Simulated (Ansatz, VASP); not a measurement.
## Mg7Te in VASP and in Ansatz

```
Mg Te
1.0
     0.00000    5.64804    5.64804
     5.64804    0.00000    5.64804
     5.64804    5.64804    0.00000
Mg Te
7 1
Direct
  0.24292 0.75708 0.75708
  0.75708 0.24292 0.24292
  0.75708 0.24292 0.75708
  0.24292 0.75708 0.24292
  0.75708 0.75708 0.24292
  0.24292 0.24292 0.75708
  0.00000 0.00000 0.00000
  0.50000 0.50000 0.50000
```

Alike in both runs: functional PBE; k mesh 3 × 3 × 3; occupations gaussian, width 0.2 eV; no spin polarisation.

Ansatz relaxed the structure, and its values are those at the end. VASP's run is a single point on that final structure, the one shown.

|  | VASP | Ansatz |
| --- | --- | --- |
| version | VASP 6.6.1 | Ansatz 0.2.0 |
| potentials or method | VASP PAW PBE potentials, release 64 (Mg, Te), cutoff 600 eV | scalar-relativistic, plane waves, PAW |
| valence electrons in the cell | 20 | 86 |

VASP gave:

| Item | Value |
| --- | --- |
| gap on the k mesh at the Fermi level (eV) | none |
| pressure (GPa) | 0.2 |
| rms of the force components (eV/Å) | 0.014 |

What did Ansatz give for the same quantities?

gap on the k mesh at the Fermi level (eV): none; pressure (GPa): 0.2; rms of the force components (eV/Å): 0.012.

A gap of «none» marks a metal or a gap that the smearing closes. VASP's potentials hold 20 valence electrons a cell and Ansatz's 86, so a difference there can come from the potentials and not from the codes.

Neither program's run includes spin-orbit coupling.
